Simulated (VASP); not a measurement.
Here is a VASP 6.6.1 calculation.

Contents of INCAR:

```
ALGO     = Normal         # electronic algorithm
EDIFF    = 1E-6           # SCF threshold, eV
ENCUT    = 520            # plane-wave cutoff, eV
GGA      = PE             # functional
ISIF     = 2              # what is computed and relaxed
ISMEAR   = 0              # smearing method
LASPH    = True           # aspherical terms in the spheres
LCHARG   = False          # write CHGCAR
LREAL    = False          # projectors in reciprocal space
LWAVE    = False          # write WAVECAR
NBANDS   = 35             # bands
NELM     = 100            # most SCF steps
PREC     = Accurate       # precision mode
SIGMA    = 0.1            # smearing width, eV
```

KPOINTS

```
k-points
0
Gamma
  8 8 8
```

File POSCAR:

```
SnO2
1.0
    0.0000000000      3.9383711209      3.9383711209
    3.9383711209      0.0000000000      3.9383711209
    3.9383711209      3.9383711209      0.0000000000
Sn O
2 4
Direct
    0.2500000000      0.2500000000      0.2500000000
    0.7500000000      0.7500000000      0.7500000000
    0.6074775370      0.1775673891      0.6074775370
    0.6074775370      0.6074775370      0.6074775370
    0.1775673891      0.6074775370      0.6074775370
    0.6074775370      0.6074775370      0.1775673891
```

Potentials or basis: VASP PAW PBE potentials, release 64 (Sn_d, O).

Run with:

```bash
$ cat potpaw_PBE.64/Sn_d/POTCAR potpaw_PBE.64/O/POTCAR > POTCAR
$ mpirun -np 1 vasp_std > vasp.out
```

Problem. What does it give for the band gap on the k mesh?

Solution. Zero (band 26 reaches 1.83 eV, above the bottom of band 27 at 1.66 eV).

Problem. Predict the largest force.

Solution. 0.090 eV/Å.

Problem. What does it give for the pressure?

Solution. 0.2 GPa.

Forces in eV/Å, atoms in the order of the input:
```
Sn   0.000  0.000  0.000
Sn   0.000  0.000  0.000
O    0.052 -0.052  0.052
O   -0.052 -0.052 -0.052
O   -0.052  0.052  0.052
O    0.052  0.052 -0.052
```

Caveat: spin-orbit coupling is left out, which moves the levels of the heavy elements.
